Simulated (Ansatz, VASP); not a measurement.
Two plane-wave programs on Cd

```xyz
1
Lattice="2.9171 0.0000 0.0000 0.0000 2.9171 0.0000 0.0000 0.0000 2.9171" Properties=species:S:1:pos:R:3 pbc="T T T"
Cd    0.0000    0.0000    0.0000
```

Alike in both runs: task single point; functional revPBE; k mesh 17 × 17 × 17; occupations fermi-dirac, width 0.1 eV; no spin polarisation.

|  | VASP | Ansatz |
| --- | --- | --- |
| version | VASP 6.6.1 | Ansatz 0.2.0 |
| potentials or method | VASP PAW PBE potentials, release 64 (Cd), cutoff 520 eV | plane waves (420 eV) with PAW, scalar-relativistic |
| valence electrons in the cell | 12 | 20 |

Ansatz gave:

```
pressure (GPa) : 4.7
```

Question: Estimate VASP's values.

Answer: Pressure (GPa): 5.0.

VASP's potentials were made for PBE, not for revPBE. With one functional, cell and mesh, what is left measures potentials, basis and numerics. VASP's potentials hold 12 valence electrons a cell and Ansatz's 20, so a difference there can come from the potentials and not from the codes.
